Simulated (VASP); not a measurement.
LaIr5: single point with LDA

The system is LaIr5.

```
CELL_PARAMETERS angstrom
5.28751 0.00000 0.00000
-2.64376 4.57912 0.00000
0.00000 0.00000 4.13673
ATOMIC_POSITIONS crystal
La 0.00000 0.00000 0.00000
Ir 0.50000 0.00000 0.50000
Ir 0.50000 0.50000 0.50000
Ir 0.00000 0.50000 0.50000
Ir 0.33333 0.66667 0.00000
Ir 0.66667 0.33333 0.00000
```

| Property | Result |
| --- | --- |
| Program | VASP 6.6.1 |
| Task | single point |
| Functional | LDA |
| Potentials or basis | VASP PAW LDA potentials, release 64 (La, Ir_sv_GW) |
| Cutoff | 560 eV |
| k mesh | 5 × 5 × 6 |
| Occupations | fermi-dirac, width 0.1 eV |
| Spin | no spin polarisation |

```
Pressure               : 9.2 GPa
Band gap on the k mesh : zero (bands 48 and 49 overlap by 1.15 eV)
```

Stress tensor (GPa, compression positive):
```
 5.17  0.00  0.00
 0.00  5.17  0.00
 0.00  0.00 17.35
```

Levels at points of the mesh, in eV from the Fermi level:
```tsv
k point	band 45	band 46	band 47	band 48	band 49	band 50	band 51	band 52
(0.00, 0.00, 0.00)	-0.80	-0.15	-0.15	0.81	1.92	2.16	2.44	2.44
(0.00, 0.00, 0.50)	-0.66	0.03	0.26	0.26	0.55	0.55	1.24	1.40
```

Wall time 8.8 min on 1 thread of Intel(R) Xeon(R) Platinum 8259CL CPU @ 2.50GHz (Skylake/Cascade Lake), with other jobs on the host, peak memory 0.27 GiB.

Caveat: the stress differs along the axes, from 5 to 17 GPa; spin-orbit coupling is left out, which moves the levels of the heavy elements.
